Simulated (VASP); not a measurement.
Input of a VASP 6.6.1 run:

Contents of INCAR:

```
PREC = Accurate
ENCUT = 520
EDIFF = 1E-7
ISMEAR = 0
SIGMA = 0.15
LREAL = F
LASPH = T
NELM = 100
ALGO = Normal
ISIF = 2
LWAVE = F
LCHARG = F
GGA = PS
NBANDS = 12
```

The input KPOINTS:

```
Automatic mesh
0
Gamma
  20 20 20
```

File POSCAR:

```
Au
1.0
   -1.6821280350      1.6821280350      1.6324099650
    1.6821280350     -1.6821280350      1.6324099650
    1.6821280350      1.6821280350     -1.6324099650
Au
1
Direct
    0.0000000000      0.0000000000      0.0000000000
```

Potentials or basis: VASP PAW PBE potentials, release 64 (Au).

The run is started by

```bash
$ cat potpaw_PBE.64/Au/POTCAR > POTCAR
$ mpirun -np 1 vasp_std > vasp.out
```

Problem. Estimate the pressure.

Solution. -11.2 GPa.

Stress tensor (GPa, compression positive):
```
-11.16   0.00   0.00
  0.00 -11.16   0.00
  0.00   0.00 -11.34
```

Caveat: the cell differs from its parent crystal (strain +0.015 along x and y, -0.015 along z); the PAW data sets were made with another functional, which shifts forces and pressure a little.
